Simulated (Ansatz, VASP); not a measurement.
## Sb: VASP beside Ansatz

POSCAR

```
Sb
1.0
    3.1600000000      0.0000000000      0.0000000000
    0.0000000000      3.1600000000      0.0000000000
    0.0000000000      0.0000000000      3.1600000000
Sb
1
Direct
    0.0000000000      0.0000000000      0.0000000000
```

Contents of INCAR.step1:

```
SYSTEM = Sb
PREC = Accurate
ENCUT = 520
ISMEAR = 0
SIGMA = 0.05
LREAL = .FALSE.
LASPH = .TRUE.
NELM = 100
NBANDS = 8
GGA = PE
ALGO = Normal
EDIFF = 1E-4
LWAVE = .TRUE.
LCHARG = .FALSE.
```

The input INCAR.step2:

```
SYSTEM = Sb
PREC = Accurate
ENCUT = 520
EDIFF = 1E-6
ISMEAR = 0
SIGMA = 0.05
LREAL = .FALSE.
LASPH = .TRUE.
NELM = 100
ALGO = Normal
ISIF = 2
LWAVE = .FALSE.
LCHARG = .FALSE.
METAGGA = R2SCAN
LMIXTAU = .TRUE.
NBANDS = 8
ISTART = 1
```

File KPOINTS:

```
Automatic mesh
0
G
  10 10 10
  0 0 0
```

Input for Ansatz:

```yaml
crystal:
  lattice:
    - [3.16, 0.0, 0.0]
    - [0.0, 3.16, 0.0]
    - [0.0, 0.0, 3.16]
  atoms:
    - { symbol: Sb, position: [0.0, 0.0, 0.0] }
basis:
  ecutwfc: 500
  fft_grid_basis: typed
kpoints:
  mp_grid: { grid: [10, 10, 10] }
hamiltonian:
  xc: r2scan
  pseudopotentials: { kind: paw }
scf:
  occupations: { method: gaussian, width: 0.05 }
output:
  forces: true
  stress: true
  eigenvalues: true
  bader: true
  write_density: true
  volumetric_format: npy
```

Alike in both runs: task single point; functional r2SCAN; k mesh 10 × 10 × 10; occupations gaussian, width 0.05 eV; no spin polarisation.

|  | VASP | Ansatz |
| --- | --- | --- |
| version | VASP 6.6.1 | Ansatz 0.2.0 |
| potentials or method | VASP PAW PBE potentials, release 64 (Sb), cutoff 520 eV | scalar-relativistic, plane waves, PAW |
| valence electrons in the cell | 5 | 15 |

```tsv
	VASP	Ansatz	Ansatz less VASP
gap on the k mesh at the Fermi level (eV)	none	none	-
pressure (GPa)	-3.9	-3.9	+0.02
```

VASP's potentials were made for PBE, not for r2SCAN. A gap of «none» marks a metal or a gap that the smearing closes. VASP's potentials hold 5 valence electrons a cell and Ansatz's 15, so a difference there can come from the potentials and not from the codes.

Spin-orbit coupling is off throughout.
